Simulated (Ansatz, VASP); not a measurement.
## Si: VASP beside Ansatz

```
Si
1.0
     2.70421    2.70421    0.00000
    -2.70421    2.70421    0.00000
     0.00000    2.70421    2.70421
Si
2
Direct
  0.25000 0.75000 0.50000
  0.00000 0.00000 0.00000
```

Alike in both runs: task single point; functional r2SCAN; k mesh 8 × 8 × 8; no spin polarisation.

|  | VASP | Ansatz |
| --- | --- | --- |
| version | VASP 6.6.1 | Ansatz 0.2.0 |
| potentials or method | VASP PAW PBE potentials, release 64 (Si) | PAW with Ansatz's default frozen-core files, scalar-relativistic |
| plane-wave cutoff (eV) | 520 | 500 |
| occupations | gaussian, width 0.01 eV | fixed |
| valence electrons in the cell | 8 | 8 |

VASP gave:

- gap on the k mesh at the Fermi level (eV): 0.79
- pressure (GPa): 1.8

Q: What did Ansatz give for the same quantities?

A: gap on the k mesh at the Fermi level (eV): 0.78; pressure (GPa): 2.0.

VASP's potentials were made for PBE, not for r2SCAN.
